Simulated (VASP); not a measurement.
Write the native input for VASP 6.6.1 that does the following.

- Task: relaxation of the atoms
- Functional: PBE
- Potentials or basis: VASP PAW PBE potentials, release 64 (Mg, H)
- Cutoff: 520 eV
- k mesh: 4 × 5 × 1
- Occupations: gaussian, width 0.1 eV
- Spin: no spin polarisation
- Dipole correction: yes
- Atoms held fixed (from 0): [0, 1, 2, 3, 4, 5, 6, 7]
- Further INCAR settings: ALGO = Normal; EDIFF = 1e-06; IBRION = 2; EDIFFG = -0.025; NSW = 36
- Atoms held along some axes (from 0): atom 8 along a and b

The structure of Mg8H lies in POSCAR:

```
Mg8H
1.0
    6.4201385733      0.0000000000      0.0000000000
    0.0000000000      5.1379129567      0.0000000000
    0.0000000000      0.0000000000     19.1644777330
Mg H
8 1
Selective dynamics
Direct
    0.0000000000      0.7500000000      0.2087194890  F F F
    0.5000000000      0.7500000000      0.2087194890  F F F
    0.2500000000      0.2500000000      0.2570728643  F F F
    0.7500000000      0.2500000000      0.2570728643  F F F
    0.2500000000      0.7500000000      0.3587181927  F F F
    0.7500000000      0.7500000000      0.3587181927  F F F
    0.0000000000      0.2500000000      0.3999314690  F F F
    0.5000000000      0.2500000000      0.3999314690  F F F
    0.1250000000      0.7500000000      0.4623142189  F F T
```

One way to write it, as run:

INCAR

```
SYSTEM = Mg8H
PREC = Accurate
ENCUT = 520
EDIFF = 1E-6
ISMEAR = 0
SIGMA = 0.1
LREAL = .False.
LASPH = .True.
NELM = 100
ALGO = Normal
ISIF = 2
LWAVE = .False.
LCHARG = .False.
LDIPOL = .True.
IDIPOL = 3
DIPOL = 0.5 0.5 0.323
GGA = PE
IBRION = 2
NSW = 36
EDIFFG = -0.025
```

KPOINTS

```
regular mesh
0
Gamma
  4 5 1
  0 0 0
```

Potentials or basis: VASP PAW PBE potentials, release 64 (Mg, H).

Command:

```console
$ cat potpaw_PBE.64/Mg/POTCAR potpaw_PBE.64/H/POTCAR > POTCAR
$ mpirun -np 1 vasp_std > vasp.out
```

It gave:

```yaml
Energy_gained_by_relaxing: 21.4 meV/atom
Ionic_steps: 6
Band_gap_on_the_k_mesh: zero (an odd number of electrons rules out a gap without spin polarisation)
```

It took 20 min on 1 thread of Intel Xeon 8259CL, on a shared host, peak memory 0.63 GiB.
